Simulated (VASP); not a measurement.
Set up this calculation in VASP 6.6.1, as the native input.

```
Task                   : single point
Functional             : PBE
Potentials or basis    : VASP PAW PBE potentials, release 64 (Si, Ga_d, Co)
Cutoff                 : 520 eV
k mesh                 : 5 × 5 × 5
Occupations            : fermi-dirac, width 0.1 eV
Spin                   : non-collinear spin, zero start, spin-orbit coupling
Starting moments       : [[0.0, 0.0, 0.0], [0.0, 0.0, 0.0], [0.0, 0.0, 0.0], [0.0, 0.0, 0.0], [0.0, 0.0, 0.0]] μB
Dipole correction      : no
Further INCAR settings : ALGO = Normal; EDIFF = 1e-06; NBANDS = 54
```

The structure of GaCo2Si2 lies in POSCAR:

```
GaCo2Si2
1.0
    0.0000000000      3.7051720000      0.0000000000
    3.7051720000      0.0000000000      0.0000000000
    1.8525860000      1.8525860000     -4.7874590000
Si Ga Co
2 1 2
Direct
    0.3794552497      0.3794552497      0.2410895007
    0.6205447503      0.6205447503      0.7589104993
    0.0000000000      0.0000000000      0.0000000000
    0.7500000000      0.2500000000      0.5000000000
    0.2500000000      0.7500000000      0.5000000000
```

One way to write it, as run:

INCAR

```
ALGO = Normal ; EDIFF = 1E-6
ENCUT = 520 ; GGA = PE
GGA_COMPAT = False ; ISIF = 2
ISMEAR = -1 ; LASPH = True
LCHARG = False ; LMAXMIX = 4
LORBIT = 11 ; LORBMOM = True
LREAL = False ; LSORBIT = True
LWAVE = False ; MAGMOM = 0 0 0 0 0 0 0 0 0 0 0 0 0 0 0
NBANDS = 54 ; NELM = 150
PREC = Accurate ; SIGMA = 0.1
```

KPOINTS

```
k-points
0
Gamma
  5 5 5
```

Potentials or basis: VASP PAW PBE potentials, release 64 (Si, Ga_d, Co).

Launch:

```sh
$ cat potpaw_PBE.64/Si/POTCAR potpaw_PBE.64/Ga_d/POTCAR potpaw_PBE.64/Co/POTCAR > POTCAR
$ mpirun -np 1 vasp_ncl > vasp.out
```

Results of the run:

```yaml
Pressure: 7.2 GPa
Largest_force: 0.024 eV/Å
Net_moment: 0.00 μB per cell
Valence_electrons_inside_the_program's_atomic_spheres: Si 1.71; Ga 11.47; Co 8.57
```

Caveat: the k points lie up to 0.36 Å⁻¹ apart.

It took 4.5 min on 1 thread of Intel Xeon 8259CL, with other jobs on the host, peak memory 0.36 GiB.
